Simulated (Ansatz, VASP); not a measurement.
BAs: VASP beside Ansatz

Contents of INCAR:

```
SYSTEM = BAs
ALGO = Normal
EDIFF = 1E-6
ENCUT = 520
GGA = PE
ISIF = 2
ISMEAR = -1
LASPH = .TRUE.
LCHARG = .TRUE.
LELF = .TRUE.
LREAL = .FALSE.
LVHAR = .TRUE.
LWAVE = .FALSE.
NBANDS = 11
NELM = 60
PREC = Accurate
SIGMA = 0.02
```

KPOINTS

```
k-points
0
G
  10 10 10
  0 0 0
```

The input POSCAR:

```
BAs
1.0
    0.0000000000      2.3918700258      2.3918700258
    2.3918700258      0.0000000000      2.3918700258
    2.3918700258      2.3918700258      0.0000000000
B As
1 1
Direct
    0.0000000000      0.0000000000      0.0000000000
    0.2500000000      0.2500000000      0.2500000000
```

Input for Ansatz:

```yaml
crystal:
  lattice:
    - [0.0, 2.3918700258, 2.3918700258]
    - [2.3918700258, 0.0, 2.3918700258]
    - [2.3918700258, 2.3918700258, 0.0]
  atoms:
    - { symbol: B, position: [0.0, 0.0, 0.0] }
    - { symbol: As, position: [0.25, 0.25, 0.25] }
kpoints:
  mp_grid: { grid: [10, 10, 10] }
  band_path:
    path:
      - [[0.0, 0.0, 0.0], [-0.5, -0.5, 4.226374115485e-17], [-0.375, -0.375, 0.25]]
      - [[-0.375, -2.108214378708e-17, 0.375], [0.0, 0.0, 0.0], [-9.65135875997e-17, 9.504901782418e-18, 0.5], [-0.5, -0.25, 0.25], [-0.5, -0.5, 4.226374115485e-17]]
    npoints: 10
hamiltonian:
  xc: pbe
scf:
  occupations: { method: fermi_dirac, width: 0.02 }
  n_extra_bands: 4
output:
  forces: true
  stress: true
  eigenvalues: true
```

Alike in both runs: task single point; functional PBE; k mesh 10 × 10 × 10; occupations fermi-dirac, width 0.02 eV; no spin polarisation.

|  | VASP | Ansatz |
| --- | --- | --- |
| version | VASP 6.6.1 | Ansatz 0.2.0 |
| potentials or method | VASP PAW PBE potentials, release 64 (B, As) | plane waves, PAW |
| plane-wave cutoff (eV) | 520 | 420 |
| valence electrons in the cell | 8 | 18 |

```csv
,VASP,Ansatz,Ansatz less VASP
gap on the k mesh at the Fermi level (eV),1.18,1.19,+0.009
pressure (GPa),2.8,2.2,-0.64
```

With one functional, cell and mesh, what is left measures potentials, basis and numerics. VASP's potentials hold 8 valence electrons a cell and Ansatz's 18, so a difference there can come from the potentials and not from the codes.
